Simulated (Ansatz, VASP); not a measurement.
# InSe in VASP and in Ansatz

```
Se In
1.0
     4.02661    0.00000    0.00000
    -2.01331    3.48715    0.00000
     0.00000    0.00000   28.27071
Se In
4 4
Direct
  0.00000 0.00000 0.15918
  0.00000 0.00000 0.34967
  0.00000 0.66667 0.48090
  0.00000 0.66667 0.67139
  0.66667 0.33333 0.20500
  0.66667 0.33333 0.30385
  0.66667 0.00000 0.52672
  0.66667 0.00000 0.62557
```

Alike in both runs: task single point; functional PBE; dispersion D3(BJ); k mesh 9 × 9 × 1; occupations gaussian, width 0.05 eV; no spin polarisation.

|  | VASP | Ansatz |
| --- | --- | --- |
| version | VASP 6.6.1 | Ansatz 0.2.0 |
| potentials or method | VASP PAW PBE potentials, release 64 (Se, In_d), cutoff 520 eV | scalar-relativistic, plane waves, PAW |
| valence electrons in the cell | 76 | 116 |

Ansatz gave:

| Property | Result |
| --- | --- |
| gap on the k mesh at the Fermi level (eV) | 1.26 |
| least direct gap on the mesh (eV) | 1.30 |
| rms of the force components (eV/Å) | 0.017 |

**Question.** Which values does VASP return?

**Answer.** gap on the k mesh at the Fermi level (eV): 1.25; least direct gap on the mesh (eV): 1.29; rms of the force components (eV/Å): 0.021.

VASP's potentials hold 76 valence electrons a cell and Ansatz's 116, so a difference there can come from the potentials and not from the codes.
